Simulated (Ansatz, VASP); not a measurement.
## SnO: VASP beside Ansatz

The input INCAR:

```
PREC = Accurate
ENCUT = 520
EDIFF = 1E-6
ISMEAR = 0
SIGMA = 0.05
LREAL = False
LASPH = True
NELM = 80
ALGO = Normal
ISIF = 2
LWAVE = False
LCHARG = False
LDIPOL = True
IDIPOL = 3
DIPOL = 0.5 0.5 0.388
GGA = PE
IVDW = 12
NBANDS = 50
```

Contents of KPOINTS:

```
regular mesh
0
Gamma
  7 7 1
```

Contents of POSCAR:

```
SnO
1.0
    3.8201528543      0.0002954551      0.0000000000
   -0.0003145191      3.8201528528      0.0000000000
    0.0000000000      0.0000000000     22.2260743460
Sn O
4 4
Direct
    0.9999452911      0.9999452911      0.2024649036
    0.4999452911      0.4999452911      0.3087831466
    0.6666119578      0.4999452911      0.4662558494
    1.1666119578      0.9999452911      0.5725740924
    0.9999461074      0.4999461074      0.2556240251
    0.4999461074      0.9999461074      0.2556240251
    0.6666111415      0.9999444748      0.5194149709
    1.1666111415      0.4999444748      0.5194149709
```

Input for Ansatz:

```yaml
crystal:
  lattice:
    - [3.8201528543, 0.0002954551, 0.0]
    - [-0.0003145191, 3.8201528528, 0.0]
    - [0.0, 0.0, 22.226074346]
  atoms:
    - { symbol: Sn, position: [0.9999452911, 0.9999452911, 0.2024649036] }
    - { symbol: O, position: [0.9999461074, 0.4999461074, 0.2556240251] }
    - { symbol: O, position: [0.4999461074, 0.9999461074, 0.2556240251] }
    - { symbol: Sn, position: [0.4999452911, 0.4999452911, 0.3087831466] }
    - { symbol: Sn, position: [0.6666119578, 0.4999452911, 0.4662558494] }
    - { symbol: O, position: [0.6666111415, 0.9999444748, 0.5194149709] }
    - { symbol: O, position: [1.1666111415, 0.4999444748, 0.5194149709] }
    - { symbol: Sn, position: [1.1666119578, 0.9999452911, 0.5725740924] }
basis:
  ecutwfc: 420
kpoints:
  mp_grid: { grid: [7, 7, 1] }
hamiltonian:
  xc: pbe
  pseudopotentials: { kind: paw, azcp: { folder: soft_1 } }
  dispersion: d3bj
scf:
  occupations: { method: gaussian, width: 0.05 }
output:
  forces: true
  eigenvalues: true
efield:
  axis: 3
  dipole_correction: true
  ramp_width: 0.04
```

Alike in both runs: task single point; functional PBE; dispersion D3(BJ); k mesh 7 × 7 × 1; occupations gaussian, width 0.05 eV; no spin polarisation.

```csv
,VASP,Ansatz
version,VASP 6.6.1,Ansatz 0.2.0
potentials or method,"VASP PAW PBE potentials, release 64 (Sn_d, O), cutoff 520 eV","scalar-relativistic, plane waves, PAW"
valence electrons in the cell,80,80
```

```csv
,VASP,Ansatz,Ansatz less VASP
gap on the k mesh at the Fermi level (eV),1.64,1.64,+0.007
least direct gap on the mesh (eV),1.79,1.80,+0.007
rms of the force components (eV/Å),0.147,0.172,+0.0242
```

Ansatz's warnings: structure snapped to symmetry.
